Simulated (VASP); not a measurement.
# TaN (P-6m2) in VASP: single point with PBE

Aim: the single point of TaN with PBE.

Program: VASP 6.6.1. These are calculated values, not measurements. Logs are shortened: lines on timing, memory, paths and dates and some standing lists are left out, and cuts for length are marked.

## Step 1: The cell of the first run

The structure is hexagonal, space group P-6m2 (No. 187). The conventional cell has a = 2.950 Å, b = 2.950 Å, c = 2.898 Å, α = 90.00°, β = 90.00°, γ = 120.00°. Ta (site symmetry -6m2) has 6 N at 2.24 Å and 8 Ta at 2.90 to 2.95 Å within 3.0 Å. Within 3.0 Å of N (site symmetry -6m2) lie 6 Ta at 2.24 Å and 8 N at 2.90 to 2.95 Å.

## Step 2: Single point, PBE

File INCAR:

```
ALGO = Normal
EDIFF = 1E-7
ENCUT = 520
GGA = PE
ISIF = 2
ISMEAR = 0
LASPH = T
LCHARG = F
LREAL = Auto
LWAVE = F
NBANDS = 78
NELM = 80
PREC = Accurate
SIGMA = 0.1
```

File KPOINTS:

```
k-points
0
Gamma
  7 8 8
```

File POSCAR:

```
TaN
1.0
    0.0000000000      0.0000000000     -5.7955432028
    2.9501846797     -5.1098697569      0.0000000000
   -5.9003693593      0.0000000000      0.0000000000
Ta N
8 8
Direct
    0.2500000000      0.1666666667      0.3333333333
    0.7500000000      0.1666666667      0.3333333333
    0.2500000000      0.6666666667      0.3333333333
    0.7500000000      0.6666666667      0.3333333333
    0.2500000000      0.1666666667      0.8333333333
    0.7500000000      0.1666666667      0.8333333333
    0.2500000000      0.6666666667      0.8333333333
    0.7500000000      0.6666666667      0.8333333333
    0.5000000000      0.0000000000      0.5000000000
    0.0000000000      0.0000000000      0.5000000000
    0.5000000000      0.5000000000      0.5000000000
    0.0000000000      0.5000000000      0.5000000000
    0.5000000000      0.0000000000      0.0000000000
    0.0000000000      0.0000000000      0.0000000000
    0.5000000000      0.5000000000      0.0000000000
    0.0000000000      0.5000000000      0.0000000000
```

Potentials or basis: VASP PAW PBE potentials, release 64 (Ta_pv, N).

Launch:

```bash
cat potpaw_PBE.64/Ta_pv/POTCAR potpaw_PBE.64/N/POTCAR > POTCAR
mpirun -np 1 vasp_std > vasp.out
```

OUTCAR:

```text
EDIFF = 1E-7
   ENCUT = 520
   GGA = PE
   ISIF = 2
   ISMEAR = 0
   LASPH = T
   LREAL = Auto
   NELM = 80
   PREC = Accurate

 ion  position               nearest neighbor table
   1  0.250  0.167  0.333-  13 2.24  14 2.24  11 2.24  12 2.24   9 2.24  10 2.24   2 2.90   2 2.90
                             5 2.95   5 2.95   7 2.95   7 2.95   3 2.95   3 2.95
   2  0.750  0.167  0.333-  13 2.24  14 2.24  11 2.24  12 2.24   9 2.24  10 2.24   1 2.90   1 2.90
                             6 2.95   6 2.95   8 2.95   8 2.95   4 2.95   4 2.95
   3  0.250  0.667  0.333-  15 2.24  16 2.24   9 2.24  10 2.24  11 2.24  12 2.24   4 2.90   4 2.90
                             7 2.95   7 2.95   5 2.95   5 2.95   1 2.95   1 2.95
   4  0.750  0.667  0.333-  15 2.24  16 2.24   9 2.24  10 2.24  11 2.24  12 2.24   3 2.90   3 2.90
                             8 2.95   8 2.95   6 2.95   6 2.95   2 2.95   2 2.95
   5  0.250  0.167  0.833-   9 2.24  10 2.24  15 2.24  16 2.24  13 2.24  14 2.24   6 2.90   6 2.90
                             1 2.95   1 2.95   3 2.95   3 2.95   7 2.95   7 2.95
   6  0.750  0.167  0.833-   9 2.24  10 2.24  15 2.24  16 2.24  13 2.24  14 2.24   5 2.90   5 2.90
                             2 2.95   2 2.95   4 2.95   4 2.95   8 2.95   8 2.95
   7  0.250  0.667  0.833-  11 2.24  12 2.24  13 2.24  14 2.24  15 2.24  16 2.24   8 2.90   8 2.90
                             3 2.95   3 2.95   1 2.95   1 2.95   5 2.95   5 2.95
   8  0.750  0.667  0.833-  11 2.24  12 2.24  13 2.24  14 2.24  15 2.24  16 2.24   7 2.90   7 2.90
                             4 2.95   4 2.95   2 2.95   2 2.95   6 2.95   6 2.95
   9  0.500  0.000  0.500-   5 2.24   6 2.24   3 2.24   4 2.24   1 2.24   2 2.24
  10  0.000  0.000  0.500-   5 2.24   6 2.24   3 2.24   4 2.24   1 2.24   2 2.24
  11  0.500  0.500  0.500-   7 2.24   8 2.24   1 2.24   2 2.24   3 2.24   4 2.24
  12  0.000  0.500  0.500-   7 2.24   8 2.24   1 2.24   2 2.24   3 2.24   4 2.24
  13  0.500  0.000  0.000-   1 2.24   2 2.24   7 2.24   8 2.24   5 2.24   6 2.24
  14  0.000  0.000  0.000-   1 2.24   2 2.24   7 2.24   8 2.24   5 2.24   6 2.24
  15  0.500  0.500  0.000-   3 2.24   4 2.24   5 2.24   6 2.24   7 2.24   8 2.24
  16  0.000  0.500  0.000-   3 2.24   4 2.24   5 2.24   6 2.24   7 2.24   8 2.24

  LATTYP: Found a hexagonal cell.
 ALAT       =     5.9003693594
 C/A-ratio  =     0.9822339670

  Lattice vectors:

 A1 = (   2.9501846797,  -5.1098697569,   0.0000000000)
 A2 = (  -5.9003693593,   0.0000000000,   0.0000000000)
 A3 = (   0.0000000000,   0.0000000000,  -5.7955432028)

Analysis of symmetry for initial positions (statically):
=====================================================================
 Subroutine PRICEL returns following result:

  LATTYP: Found a hexagonal cell.
 ALAT       =     2.9501846797
 C/A-ratio  =     0.9822339670

  Lattice vectors:

 A1 = (   1.4750923398,  -2.5549348785,   0.0000000000)
 A2 = (  -2.9501846796,   0.0000000000,   0.0000000000)
 A3 = (   0.0000000000,   0.0000000000,  -2.8977716014)

   8 primitive cells build up your supercell.

 Routine SETGRP: Setting up the symmetry group for a
 hexagonal supercell.

 Subroutine GETGRP returns: Found 12 space group operations
 (whereof 12 operations were pure point group operations)
 out of a pool of 24 trial point group operations.

The static configuration has the point symmetry D_3h.

Analysis of symmetry for dynamics (positions and initial velocities):
=====================================================================
 Subroutine PRICEL returns following result:

  LATTYP: Found a hexagonal cell.
 ALAT       =     2.9501846797
 C/A-ratio  =     0.9822339670

  Lattice vectors:

 A1 = (   1.4750923398,  -2.5549348785,   0.0000000000)
 A2 = (  -2.9501846796,   0.0000000000,   0.0000000000)
 A3 = (   0.0000000000,   0.0000000000,  -2.8977716014)

   8 primitive cells build up your supercell.

 Routine SETGRP: Setting up the symmetry group for a
 hexagonal supercell.

 Subroutine GETGRP returns: Found 12 space group operations
 (whereof 12 operations were pure point group operations)
 out of a pool of 24 trial point group operations.

The dynamic configuration has the point symmetry D_3h.

 Subroutine INISYM returns: Found 12 space group operations
 (whereof 12 operations are pure point group operations),
 and found     8 'primitive' translations

----------------------------------------------------------------------------------------

                                     Primitive cell

  volume of cell :      21.8420

  direct lattice vectors                    reciprocal lattice vectors
     1.475092340 -2.554934878  0.000000000     0.000000000 -0.391399408  0.000000000
    -2.950184680  0.000000000  0.000000000    -0.338961831 -0.195699704  0.000000000
     0.000000000  0.000000000 -2.897771601     0.000000000  0.000000000 -0.345092760

  length of vectors
     2.950184680  2.950184680  2.897771601     0.391399408  0.391399408  0.345092760

  position of ions in fractional coordinates (direct lattice)
     0.333333333  0.666666667  0.500000000
     0.000000000  0.000000000  0.000000000

  ion indices of the primitive-cell ions
   primitive index   ion index
                 1           1
                 2           9

----------------------------------------------------------------------------------------

 KPOINTS: k-points

Automatic generation of k-mesh.
 Grid dimensions read from file:
 generate k-points for:    7    8    8

 Generating k-lattice:

  Cartesian coordinates                     Fractional coordinates (reciprocal lattice)
     0.000000000  0.000000000 -0.024649483     0.142857143  0.000000000  0.000000000
     0.000000000 -0.024462463  0.000000000     0.000000000  0.125000000  0.000000000
    -0.021185114 -0.012231232  0.000000000     0.000000000  0.000000000  0.125000000

  Length of vectors
     0.024649483  0.024462463  0.024462463

  Shift w.r.t. Gamma in fractional coordinates (k-lattice)
     0.000000000  0.000000000  0.000000000

 Subroutine IBZKPT returns following result:
 ===========================================

 Found     40 irreducible k-points:

 Following reciprocal coordinates:
            Coordinates               Weight
  0.000000  0.000000  0.000000      1.000000
  0.142857  0.000000  0.000000      2.000000
  0.285714  0.000000  0.000000      2.000000
  0.428571  0.000000  0.000000      2.000000
  0.000000  0.125000  0.000000      6.000000
  0.142857  0.125000  0.000000     12.000000
[... 16 lines left out ...]
  0.285714  0.125000  0.125000     12.000000
  0.428571  0.125000  0.125000     12.000000
 [... further k-points ...]
   k-points           NKPTS =     40   k-points in BZ     NKDIM =     40   number of bands    NBANDS=     78
   number of dos      NEDOS =    301   number of ions     NIONS =     16
   total plane-waves  NPLWV = 110592
   dimension x,y,z NGX =    48 NGY =   48 NGZ =   48
   dimension x,y,z NGXF=    96 NGYF=   96 NGZF=   96
   ions per type =               8   8
   NGX,Y,Z   is equivalent  to a cutoff of  13.77, 13.52, 13.52 a.u.
   NGXF,Y,Z  is equivalent  to a cutoff of  27.54, 27.05, 27.05 a.u.
 SYSTEM =  unknown system
   PREC   = accura    normal or accurate (medium, high low for compatibility)
   ISTART =      0    job   : 0-new  1-cont  2-samecut
   ICHARG =      2    charge: 1-file 2-atom 10-const
   ISPIN  =      1    spin polarized calculation?
   LNONCOLLINEAR =      F non collinear calculations
   LSORBIT =      F    spin-orbit coupling
   LASPH  =      T    aspherical Exc in radial PAW
   ENCUT  =  520.0 eV  38.22 Ry    6.18 a.u.  10.78 10.97 10.97*2*pi/ulx,y,z
   NELM   =     80;   NELMIN=  2; NELMDL= -5     # of ELM steps
   EDIFF  = 0.1E-06   stopping-criterion for ELM
   LREAL  =      T    real-space projection
   EDIFFG = 0.1E-05   stopping-criterion for IOM
   NSW    =      0    number of steps for IOM
   IBRION =     -1    ionic relax: 0-MD 1-quasi-New 2-CG
   NFREE  =      0    steps in history (QN), initial steepest desc. (CG)
   ISIF   =      2    stress and relaxation
   ISYM   =      2    0-nonsym 1-usesym 2-fastsym
   POTIM  = 0.5000    time-step for ionic-motion
   TEBEG  =    0.0;   TEEND  =   0.0 temperature during run
   PSTRESS=    0.0 pullay stress
   NELECT =     128.0000    total number of electrons
   NUPDOWN=      -1.0000    fix difference up-down
   EMIN   =  10.00;   EMAX   =-10.00  energy-range for DOS
   EFERMI =   0.00;   METHOD = LEGACY
   ISMEAR =     0;   SIGMA  =   0.10  broadening in eV -4-tet -1-fermi 0-gaus
   EFERMI_NEDOS =   21; number of points for ismear=-14 and -15
   IALGO  =     38    algorithm
   IMIX   =      4    mixing-type and parameters
     AMIX     =   0.40;   BMIX     =  1.00
     AMIX_MAG =   1.60;   BMIX_MAG =  1.00
  volume/ion in A,a.u.               =      10.92        73.70
  Fermi-wavevector in a.u.,A,eV,Ry     =   1.475765  2.788791 29.631873  2.177881
  Thomas-Fermi vector in A             =   2.590374
   LORBIT       =      0    0 simple, 1 ext, 2 COOP (PROOUT), +10 PAW based schemes
   GGA     = PE    functional components
   LHFCALC =     F    Hartree Fock is set to
   AEXX    =    0.0000 exact exchange contribution
   IVDW    =     0    specifies the selected vdW correction
   LEPSILON=     F    determine dielectric tensor
   LRPA    =     F    only Hartree local field effects (RPA)
 non-spin polarized calculation
 Gauss-broadening in eV      SIGMA  =   0.10
  energy-cutoff  :      520.00
  volume of cell :      174.74
 maximum number of plane-waves:      4726
 NGX is ok and might be reduce to    48
   NGX = 21   NGY = 21   NGZ = 21

 number of electron     128.0000010 magnetization

 Free energy of the ion-electron system (eV)
  ---------------------------------------------------
  ext. energy  EPLUGINS =         0.00000000
  ---------------------------------------------------
  free energy    TOTEN  =      -179.57309528 eV

  energy without entropy =     -179.57025195  energy(sigma->0) =     -179.57167361

 E-fermi :   8.1244     XC(G=0): -13.2725

 val. band max:        8.0850900894   @ k =   0.0000   0.3750   0.2500
 cond. band min:       8.1661285514   @ k =   0.0000   0.1250   0.0000
 fundamental gap:      0.0810384619
 Fermi energy:         8.1244312631

 k-point     1 :       0.0000    0.0000    0.0000
  band No.  band energies     occupation
      1     -27.6481      2.00000
      2     -27.4993      2.00000
      3     -27.4993      2.00000
      4     -27.4993      2.00000
      5     -27.4006      2.00000
      6     -27.4006      2.00000
[... 68 lines left out ...]
     75      12.0620      0.00000
     76      12.0765      0.00000

 k-point     2 :       0.1429    0.0000    0.0000
  band No.  band energies     occupation
      1     -27.6078      2.00000
      2     -27.4916      2.00000
      3     -27.4916      2.00000
      4     -27.4916      2.00000
      5     -27.3654      2.00000
      6     -27.3654      2.00000
[... 68 lines left out ...]
     75      11.7801      0.00000
     76      11.7815      0.00000

 k-point     3 :       0.2857    0.0000    0.0000
  band No.  band energies     occupation
      1     -27.4935      2.00000
      2     -27.4698      2.00000
      3     -27.4698      2.00000
      4     -27.4698      2.00000
      5     -27.3705      2.00000
      6     -27.3705      2.00000
[... 1648 lines left out ...]
     75      11.6633      0.00000
     76      11.6903      0.00000

 k-point    24 :       0.4286    0.1250    0.1250
  band No.  band energies     occupation
      1     -27.3938      2.00000
      2     -27.3591      2.00000
      3     -27.3557      2.00000
      4     -27.3557      2.00000
      5     -27.3224      2.00000
      6     -27.3224      2.00000
[... 68 lines left out ...]
     75      11.7968      0.00000
     76      11.7994      0.00000

 [... further k-points ...]

 [bands above 76 left out]

------------------------ aborting loop because EDIFF is reached ----------------------------------------

  FORCE on cell =-STRESS in cart. coord.  units (eV):
  Direction    XX          YY          ZZ          XY          YZ          ZX
  --------------------------------------------------------------------------------------
  -------------------------------------------------------------------------------------
  Total        0.6529727      0.6529727      0.8335397     -0.0000000      0.0000000      0.0000000
  in kB        5.9871818      5.9871818      7.6428212     -0.0000000      0.0000000      0.0000000
  external PRESSURE =       6.5390616 kB  Pullay stress =       0.0000000 kB

 VOLUME and BASIS-vectors are now :
 -----------------------------------------------------------------------------
  energy-cutoff  :      520.00
  volume of cell :      174.74
      direct lattice vectors                 reciprocal lattice vectors
     0.000000000  0.000000000 -5.795543203     0.000000000  0.000000000 -0.172546380
     2.950184680 -5.109869757  0.000000000     0.000000000 -0.195699704  0.000000000
    -5.900369359  0.000000000  0.000000000    -0.169480915 -0.097849852  0.000000000

 POSITION                                       TOTAL-FORCE (eV/Angst)
 -----------------------------------------------------------------------------------
     -1.47509     -0.85164     -1.44889        -0.000000     -0.000000      0.000000
     -1.47509     -0.85164     -4.34666        -0.000000     -0.000000      0.000000
      0.00000     -3.40658     -1.44889        -0.000000      0.000000      0.000000
      0.00000     -3.40658     -4.34666        -0.000000      0.000000      0.000000
     -4.42528     -0.85164     -1.44889         0.000000      0.000000     -0.000000
     -4.42528     -0.85164     -4.34666         0.000000      0.000000      0.000000
[... 8 lines left out ...]
      1.47509     -2.55493     -2.89777         0.000000      0.000000      0.000000
      1.47509     -2.55493      0.00000         0.000000     -0.000000     -0.000000
 -----------------------------------------------------------------------------------
    total drift:                               -0.000000      0.000000     -0.000000

  FREE ENERGIE OF THE ION-ELECTRON SYSTEM (eV)
  ---------------------------------------------------
  free  energy   TOTEN  =      -179.5730952767 eV

  energy  without entropy=     -179.5702519476  energy(sigma->0) =     -179.57167361
```

Wall time 25 min (1 thread of Intel Xeon Platinum 8259CL at 2.50GHz (Skylake/Cascade Lake), shared host); peak memory 0.52 GiB.

Results:

```
Free energy            : -179.5731 eV
Pressure               : 0.7 GPa
Band gap on the k mesh : zero (bands 64 and 65 overlap by 0.30 eV)
```

Stress tensor (GPa, compression positive):
```
0.60 0.00 0.00
0.00 0.60 0.00
0.00 0.00 0.76
```

Levels at points of the mesh, in eV from the Fermi level:
```
           k point  band 60  band 61  band 62  band 63  band 64  band 65  band 66  band 67  band 68  band 69
(0.00, 0.00, 0.00)    -2.93    -0.40    -0.40    -0.40    -0.09    -0.09     2.11     2.34     2.95     2.95
(0.00, 0.50, 0.00)    -1.64    -1.15    -1.15    -1.09    -1.09     1.19     1.19     1.62     1.62     1.95
```

Caveat: spin-orbit coupling is left out, which moves the levels of the heavy elements.

The gap in the log of VASP goes by the Fermi energy; the results here count the filled bands.